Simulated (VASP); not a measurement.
# BN (P6_3mc) in VASP: a series of runs, part 2 of 3

VASP 6.6.1. The steps go on from the part before.

**3. Relaxation of shape and atoms at fixed volume, r2SCAN+D3(BJ) (volume scaled by 0.840)**

File POSCAR:

```
BN
1.0
    2.3939101875      0.0000000000      0.0000000000
   -1.1969550937      2.0731870367      0.0000000000
    0.0000000000      0.0000000000      3.9639173413
B N
2 2
Direct
    0.6666666667      0.3333333333      0.0006894965
    0.3333333333      0.6666666667      0.5006894965
    0.6666666667      0.3333333333      0.3743105035
    0.3333333333      0.6666666667      0.8743105035
```

File INCAR.step1:

```
PREC     = Accurate       # precision mode
ENCUT    = 600            # plane-wave cutoff, eV
ISMEAR   = 0              # smearing method
SIGMA    = 0.05           # smearing width, eV
LREAL    = F              # projectors in reciprocal space
LASPH    = T              # aspherical terms in the spheres
NELM     = 100            # most SCF steps
GGA      = PE             # functional
ALGO     = Normal         # electronic algorithm
EDIFF    = 1E-4           # SCF threshold, eV
LWAVE    = T              # write WAVECAR
LCHARG   = F              # write CHGCAR
```

File INCAR.step2:

```
PREC     = Accurate       # precision mode
ENCUT    = 600            # plane-wave cutoff, eV
EDIFF    = 1E-6           # SCF threshold, eV
ISMEAR   = 0              # smearing method
SIGMA    = 0.05           # smearing width, eV
LREAL    = F              # projectors in reciprocal space
LASPH    = T              # aspherical terms in the spheres
NELM     = 100            # most SCF steps
ALGO     = Normal         # electronic algorithm
ISIF     = 4              # what is computed and relaxed
LWAVE    = F              # write WAVECAR
LCHARG   = F              # write CHGCAR
METAGGA  = R2SCAN         # meta-GGA
LMIXTAU  = T            
IVDW     = 12             # dispersion correction
VDW_S6   = 1.0          
VDW_S8   = 0.78981345   
VDW_A1   = 0.49484001   
VDW_A2   = 5.73083694   
IBRION   = 2              # ionic algorithm
NSW      = 60             # ionic steps
EDIFFG   = -0.01          # ionic threshold
ISTART   = 1
```

File KPOINTS:

```
regular mesh
0
Gamma
  10 10 6
```

Potentials or basis: VASP PAW PBE potentials, release 64 (B, N).

Run with:

```
> cat potpaw_PBE.64/B/POTCAR potpaw_PBE.64/N/POTCAR > POTCAR
> cp INCAR.step1 INCAR
> mpirun -np 1 vasp_std > vasp.out
> cp INCAR.step2 INCAR
> mpirun -np 1 vasp_std > vasp.out
```

OUTCAR:

```text
PREC = Accurate
   ENCUT = 600
   EDIFF = 1E-6
   ISMEAR = 0
   LREAL = F
   LASPH = T
   NELM = 100
   ISIF = 4
   METAGGA = R2SCAN
   IVDW = 12
   IBRION = 2
   NSW = 60
   EDIFFG = -0.01
   ISTART = 1
 IVDW          = 12

 ion  position               nearest neighbor table
   1  0.667  0.333  0.001-   4 1.47   4 1.47   4 1.47   3 1.48
   2  0.333  0.667  0.501-   3 1.47   3 1.47   3 1.47   4 1.48
   3  0.667  0.333  0.374-   2 1.47   2 1.47   2 1.47   1 1.48
   4  0.333  0.667  0.874-   1 1.47   1 1.47   1 1.47   2 1.48

  LATTYP: Found a hexagonal cell.
 ALAT       =     2.3939101875
 C/A-ratio  =     1.6558337744

  Lattice vectors:

 A1 = (   2.3939101875,   0.0000000000,   0.0000000000)
 A2 = (  -1.1969550937,   2.0731870367,   0.0000000000)
 A3 = (   0.0000000000,   0.0000000000,   3.9639173413)

Analysis of symmetry for initial positions (statically):
=====================================================================
 Subroutine PRICEL returns:
 Original cell was already a primitive cell.

 Routine SETGRP: Setting up the symmetry group for a
 hexagonal supercell.

 Subroutine GETGRP returns: Found 12 space group operations
 (whereof  6 operations were pure point group operations)
 out of a pool of 24 trial point group operations.

The static configuration has the point symmetry C_3v.
 The point group associated with its full space group is C_6v.

Analysis of symmetry for dynamics (positions and initial velocities):
=====================================================================
 Subroutine PRICEL returns:
 Original cell was already a primitive cell.

 Routine SETGRP: Setting up the symmetry group for a
 hexagonal supercell.

 Subroutine GETGRP returns: Found 12 space group operations
 (whereof  6 operations were pure point group operations)
 out of a pool of 24 trial point group operations.

The dynamic configuration has the point symmetry C_3v.
 The point group associated with its full space group is C_6v.

 Subroutine INISYM returns: Found 12 space group operations
 (whereof  6 operations are pure point group operations),
 and found     1 'primitive' translations

----------------------------------------------------------------------------------------

                                     Primitive cell

  volume of cell :      19.6730

  direct lattice vectors                    reciprocal lattice vectors
     2.393910187  0.000000000  0.000000000     0.417726615  0.241174574  0.000000000
    -1.196955094  2.073187037  0.000000000     0.000000000  0.482349148  0.000000000
     0.000000000  0.000000000  3.963917341     0.000000000  0.000000000  0.252275694

  length of vectors
     2.393910187  2.393910187  3.963917341     0.482349148  0.482349148  0.252275694

  position of ions in fractional coordinates (direct lattice)
     0.666666667  0.333333333  0.000689497
     0.333333333  0.666666667  0.500689497
     0.666666667  0.333333333  0.374310503
     0.333333333  0.666666667  0.874310503

  ion indices of the primitive-cell ions
   primitive index   ion index
                 1           1
                 2           2
                 3           3
                 4           4

----------------------------------------------------------------------------------------

 KPOINTS: regular mesh

Automatic generation of k-mesh.
 Grid dimensions read from file:
 generate k-points for:   10   10    6

 Generating k-lattice:

  Cartesian coordinates                     Fractional coordinates (reciprocal lattice)
     0.041772662  0.024117457  0.000000000     0.100000000  0.000000000  0.000000000
     0.000000000  0.048234915  0.000000000     0.000000000  0.100000000  0.000000000
     0.000000000  0.000000000  0.042045949     0.000000000  0.000000000  0.166666667

  Length of vectors
     0.048234915  0.048234915  0.042045949

  Shift w.r.t. Gamma in fractional coordinates (k-lattice)
     0.000000000  0.000000000  0.000000000

 Subroutine IBZKPT returns following result:
 ===========================================

 Found     56 irreducible k-points:

 Following reciprocal coordinates:
            Coordinates               Weight
  0.000000  0.000000  0.000000      1.000000
  0.100000  0.000000  0.000000      6.000000
  0.200000  0.000000  0.000000      6.000000
  0.300000 -0.000000  0.000000      6.000000
  0.400000 -0.000000  0.000000      6.000000
  0.500000 -0.000000  0.000000      3.000000
[... 16 lines left out ...]
  0.300000  0.100000  0.166667     24.000000
  0.400000  0.100000  0.166667     24.000000
 [... further k-points ...]
   k-points           NKPTS =     56   k-points in BZ     NKDIM =     56   number of bands    NBANDS=     12
   number of dos      NEDOS =    301   number of ions     NIONS =      4
   total plane-waves  NPLWV =  12800
   dimension x,y,z NGX =    20 NGY =   20 NGZ =   32
   dimension x,y,z NGXF=    40 NGYF=   40 NGZF=   64
   ions per type =               2   2
   NGX,Y,Z   is equivalent  to a cutoff of  13.89, 13.89, 13.42 a.u.
   NGXF,Y,Z  is equivalent  to a cutoff of  27.78, 27.78, 26.84 a.u.
 SYSTEM =  unknown system
   PREC   = accura    normal or accurate (medium, high low for compatibility)
   ISTART =      1    job   : 0-new  1-cont  2-samecut
   ICHARG =      0    charge: 1-file 2-atom 10-const
   ISPIN  =      1    spin polarized calculation?
   LNONCOLLINEAR =      F non collinear calculations
   LSORBIT =      F    spin-orbit coupling
   LASPH  =      T    aspherical Exc in radial PAW
   ENCUT  =  600.0 eV  44.10 Ry    6.64 a.u.   4.78  4.78  7.92*2*pi/ulx,y,z
   NELM   =    100;   NELMIN=  2; NELMDL=  0     # of ELM steps
   EDIFF  = 0.1E-05   stopping-criterion for ELM
   LREAL  =      F    real-space projection
   EDIFFG = -.1E-01   stopping-criterion for IOM
   NSW    =     60    number of steps for IOM
   IBRION =      2    ionic relax: 0-MD 1-quasi-New 2-CG
   NFREE  =      1    steps in history (QN), initial steepest desc. (CG)
   ISIF   =      4    stress and relaxation
   ISYM   =      2    0-nonsym 1-usesym 2-fastsym
   POTIM  = 0.5000    time-step for ionic-motion
   TEBEG  =    0.0;   TEEND  =   0.0 temperature during run
   PSTRESS=    0.0 pullay stress
   NELECT =      16.0000    total number of electrons
   NUPDOWN=      -1.0000    fix difference up-down
   EMIN   =  10.00;   EMAX   =-10.00  energy-range for DOS
   EFERMI =   0.00;   METHOD = LEGACY
   ISMEAR =     0;   SIGMA  =   0.05  broadening in eV -4-tet -1-fermi 0-gaus
   EFERMI_NEDOS =   21; number of points for ismear=-14 and -15
   IALGO  =     38    algorithm
   IMIX   =      4    mixing-type and parameters
     AMIX     =   0.40;   BMIX     =  1.00
     AMIX_MAG =   1.60;   BMIX_MAG =  1.00
  volume/ion in A,a.u.               =       4.92        33.19
  Fermi-wavevector in a.u.,A,eV,Ry     =   1.528121  2.887731 31.771712  2.335155
  Thomas-Fermi vector in A             =   2.635924
   LORBIT       =      0    0 simple, 1 ext, 2 COOP (PROOUT), +10 PAW based schemes
   METAGGA = R2SCAN    functional components
   LHFCALC =     F    Hartree Fock is set to
   AEXX    =    0.0000 exact exchange contribution
   IVDW    =    12    specifies the selected vdW correction
   LEPSILON=     F    determine dielectric tensor
   LRPA    =     F    only Hartree local field effects (RPA)
 conjugate gradient relaxation of ions
 non-spin polarized calculation
 Gauss-broadening in eV      SIGMA  =   0.05
  energy-cutoff  :      600.00
  volume of cell :       19.67
 maximum number of plane-waves:       672
 NGX is ok and might be reduce to    20
   NGX =  9   NGY =  9   NGZ = 15

--------------------------------------- Ionic step        1  -------------------------------------------

 number of electron      16.0000002 magnetization

 Free energy of the ion-electron system (eV)
  ---------------------------------------------------
  ext. energy  EPLUGINS =         0.00000000
  ---------------------------------------------------
  free energy    TOTEN  =       -37.18041162 eV

  energy without entropy =      -37.18041162  energy(sigma->0) =      -37.18041162

------------------------ aborting loop because EDIFF is reached ----------------------------------------

 Edisp (eV)   -0.47323

 E8    (eV) :    -0.1016
[... 159 lines left out ...]
--------------------------------------- Ionic step        5  -------------------------------------------

 number of electron      16.0000003 magnetization

 Free energy of the ion-electron system (eV)
  ---------------------------------------------------
  ext. energy  EPLUGINS =         0.00000000
  ---------------------------------------------------
  free energy    TOTEN  =       -37.18049000 eV

  energy without entropy =      -37.18049000  energy(sigma->0) =      -37.18049000

 E-fermi :  10.1519     XC(G=0): -14.6367

 val. band max:        9.9115363410   @ k =   0.0000   0.0000   0.0000
 cond. band min:      15.4305719792   @ k =   0.3000   0.3000   0.0000
 fundamental gap:      5.5190356382
 Fermi energy:        10.1518741011

 k-point     1 :       0.0000    0.0000    0.0000
  band No.  band energies     occupation
      1     -13.9270      2.00000
      2      -8.7933      2.00000
      3      -3.3790      2.00000
      4       7.2601      2.00000
      5       7.2601      2.00000
      6       9.4617      2.00000
      7       9.9115      2.00000
      8       9.9115      2.00000
      9      19.7203      0.00000
     10      19.7203      0.00000
     11      20.1921      0.00000
     12      22.5888      0.00000
[... 331 lines left out ...]
 k-point    24 :       0.4000    0.1000    0.1667
  band No.  band energies     occupation
      1      -8.9659      2.00000
      2      -7.1359      2.00000
      3      -1.7587      2.00000
      4       0.3039      2.00000
      5       2.1234      2.00000
      6       3.2905      2.00000
      7       5.1517      2.00000
      8       6.2942      2.00000
      9      18.1356      0.00000
     10      19.2972      0.00000
     11      22.4011      0.00000
     12      24.5781      0.00000

 [... further k-points ...]

------------------------ aborting loop because EDIFF is reached ----------------------------------------

 Edisp (eV)   -0.47323

 E8    (eV) :    -0.1016
[... 27 lines left out ...]
  FREE ENERGIE OF THE ION-ELECTRON SYSTEM (eV)
  ---------------------------------------------------
  free  energy   TOTEN  =       -37.6537190472 eV

  energy  without entropy=      -37.6537190472  energy(sigma->0) =      -37.65371905

 reached required accuracy - stopping structural energy minimisation
```

Wall time 2.3 min (1 thread of Intel Xeon Platinum 8375C at 2.90GHz (Ice Lake), shared host); peak memory 0.16 GiB.

Results:

- Free energy: -37.6537 eV
- Energy gained by relaxing: 0.0 meV/atom
- Ionic steps: 5
- Pressure after relaxing: 96.5 GPa
- Band gap on the k mesh: 5.52 eV, indirect (least direct gap 9.81 eV)
- Dispersion energy per atom: -0.118 eV

Final structure:
```
B N
1.0
     2.39334    0.00000    0.00000
    -1.19667    2.07269    0.00000
     0.00000    0.00000    3.96581
B N
2 2
Direct
  0.66667 0.33333 0.00086
  0.33333 0.66667 0.50086
  0.66667 0.33333 0.37414
  0.33333 0.66667 0.87414
```

Caveat: the PAW data sets were made with another functional, which shifts forces and pressure a little. A k mesh can miss the band edges.

**4. Relaxation of shape and atoms at fixed volume, r2SCAN+D3(BJ) (volume scaled by 0.880)**

File POSCAR:

```
BN
1.0
    2.4316774984      0.0000000000      0.0000000000
   -1.2158387492      2.1058944874      0.0000000000
    0.0000000000      0.0000000000      4.0246834652
B N
2 2
Direct
    0.6666666667      0.3333333333      0.0005275082
    0.3333333333      0.6666666667      0.5005275082
    0.6666666667      0.3333333333      0.3744724918
    0.3333333333      0.6666666667      0.8744724918
```

File INCAR.step1:

```
SYSTEM = BN
  PREC = Accurate
  ENCUT = 600
  ISMEAR = 0
  SIGMA = 0.05
  LREAL = .FALSE.
  LASPH = .TRUE.
  NELM = 100
  GGA = PE
  ALGO = Normal
  EDIFF = 1E-4
  LWAVE = .TRUE.
  LCHARG = .FALSE.
```

File INCAR.step2:

```
SYSTEM = BN
  PREC = Accurate
  ENCUT = 600
  EDIFF = 1E-6
  ISMEAR = 0
  SIGMA = 0.05
  LREAL = .FALSE.
  LASPH = .TRUE.
  NELM = 100
  ALGO = Normal
  ISIF = 4
  LWAVE = .FALSE.
  LCHARG = .FALSE.
  METAGGA = R2SCAN
  LMIXTAU = .TRUE.
  IVDW = 12
  IBRION = 2
  NSW = 60
  EDIFFG = -0.01
  VDW_S6 = 1.0
  VDW_S8 = 0.78981345
  VDW_A1 = 0.49484001
  VDW_A2 = 5.73083694
  ISTART = 1
```

File KPOINTS:

```
regular mesh
0
G
  10 10 6
  0 0 0
```

Run with:

```
> cat potpaw_PBE.64/B/POTCAR potpaw_PBE.64/N/POTCAR > POTCAR
> cp INCAR.step1 INCAR
> mpirun -np 1 vasp_std > vasp.out
> cp INCAR.step2 INCAR
> mpirun -np 1 vasp_std > vasp.out
```

Run time: 87 s. Hardware: 1 thread of Intel Xeon Platinum 8375C at 2.90GHz (Ice Lake), shared host; peak memory 0.16 GiB.

The run converged. Its results:

| Item | Value |
| --- | --- |
| Free energy | -38.1268 eV |
| Energy gained by relaxing | 0.0 meV/atom |
| Ionic steps | 3 |
| Pressure after relaxing | 65.5 GPa |
| Band gap on the k mesh | 5.64 eV, indirect (least direct gap 9.61 eV) |
| Dispersion energy per atom | -0.113 eV |

Forces on the atoms (eV/Å):
```
B    0.000  0.000 -0.003
B    0.000  0.000 -0.003
N    0.000  0.000  0.003
N    0.000  0.000  0.003
```

Stress tensor (GPa, compression positive):
```
65.39  0.00  0.00
 0.00 65.39  0.00
 0.00  0.00 65.77
```

Final structure:
```
B N
1.0
     2.43146    0.00000    0.00000
    -1.21573    2.10571    0.00000
     0.00000    0.00000    4.02539
B N
2 2
Direct
  0.66667 0.33333 0.00070
  0.33333 0.66667 0.50070
  0.66667 0.33333 0.37430
  0.33333 0.66667 0.87430
```

Levels at points of the mesh, in eV from the valence-band top:
| k point | band 6 | band 7 | band 8 | band 9 | band 10 | band 11 |
| --- | --- | --- | --- | --- | --- | --- |
| (0.00, 0.00, 0.00) | -0.40 | 0.00 | 0.00 | 9.62 | 9.62 | 10.06 |
| (0.50, 0.00, 0.00) | -5.95 | -5.32 | -2.51 | 7.80 | 8.99 | 12.02 |
| (0.00, 0.00, 0.50) | -1.41 | -1.41 | -1.41 | 11.42 | 11.42 | 11.42 |
| (0.50, 0.00, 0.50) | -4.50 | -4.27 | -4.27 | 7.69 | 7.69 | 11.67 |

Caveat: the PAW data sets were made with another functional, which shifts forces and pressure a little.

(Part 2 of 3 ends here.)
